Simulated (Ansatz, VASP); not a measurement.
Two plane-wave programs on TiTe2

The input INCAR:

```
SYSTEM = TiTe2
  ALGO = Normal
  EDIFF = 1E-6
  ENCUT = 520
  GGA = PE
  ISIF = 2
  ISMEAR = 0
  LASPH = .TRUE.
  LCHARG = .FALSE.
  LREAL = .FALSE.
  LWAVE = .FALSE.
  NBANDS = 33
  NELM = 60
  PREC = Accurate
  SIGMA = 0.2
```

KPOINTS

```
k-points
0
G
  6 4 4
  0 0 0
```

POSCAR

```
TiTe2
1.0
    1.8845116884     -3.2640699976      0.0000000000
   -5.6535350753     -3.2640699918      0.0000000000
    0.0000000000      0.0000000000     -6.8976564415
Ti Te
2 4
Direct
    0.5000000000      0.5000000000      1.0000000000
    0.0000000000      0.0000000000      1.0000000000
    0.0000000000      0.6666666667      0.7491289178
    0.5000000000      0.1666666667      0.7491289178
    0.5000000000      0.8333333333      0.2508710822
    0.0000000000      0.3333333333      0.2508710822
```

Input for Ansatz:

```yaml
crystal:
  lattice:
    - [1.8845116884, -3.2640699976, 0.0]
    - [-5.6535350753, -3.2640699918, 0.0]
    - [0.0, 0.0, -6.8976564415]
  atoms:
    - { symbol: Ti, position: [0.5, 0.5, 1.0] }
    - { symbol: Ti, position: [0.0, 0.0, 1.0] }
    - { symbol: Te, position: [0.0, 0.6666666667, 0.7491289178] }
    - { symbol: Te, position: [0.5, 0.1666666667, 0.7491289178] }
    - { symbol: Te, position: [0.5, 0.8333333333, 0.2508710822] }
    - { symbol: Te, position: [0.0, 0.3333333333, 0.2508710822] }
basis:
  ecutwfc: 420
kpoints:
  mp_grid: { grid: [6, 4, 4] }
hamiltonian:
  xc: pbe
scf:
  occupations: { method: gaussian, width: 0.2 }
  lower_state_search: "off"
output:
  forces: true
  stress: true
  eigenvalues: true
```

Alike in both runs: task single point; functional PBE; k mesh 6 × 4 × 4; occupations gaussian, width 0.2 eV; no spin polarisation.

|  | VASP | Ansatz |
| --- | --- | --- |
| version | VASP 6.6.1 | Ansatz 0.2.0 |
| potentials or method | VASP PAW PBE potentials, release 64 (Ti_sv, Te), cutoff 520 eV | scalar-relativistic, plane waves, PAW |
| valence electrons in the cell | 48 | 88 |

|  | VASP | Ansatz | Ansatz less VASP |
| --- | --- | --- | --- |
| gap on the k mesh at the Fermi level (eV) | none | none | - |
| pressure (GPa) | 0.0 | 0.0 | +0.01 |
| traceless stress, the component that is largest in VASP (GPa) | -0.22 | -0.22 | -0.001 |
| rms of the force components (eV/Å) | 0.006 | 0.009 | +0.0028 |

Atom by atom the forces differ by 0.004 eV/Å (rms over components). A gap of «none» marks a metal or a gap that the smearing closes. VASP's potentials hold 48 valence electrons a cell and Ansatz's 88, so a difference there can come from the potentials and not from the codes.

Spin-orbit coupling is off throughout.
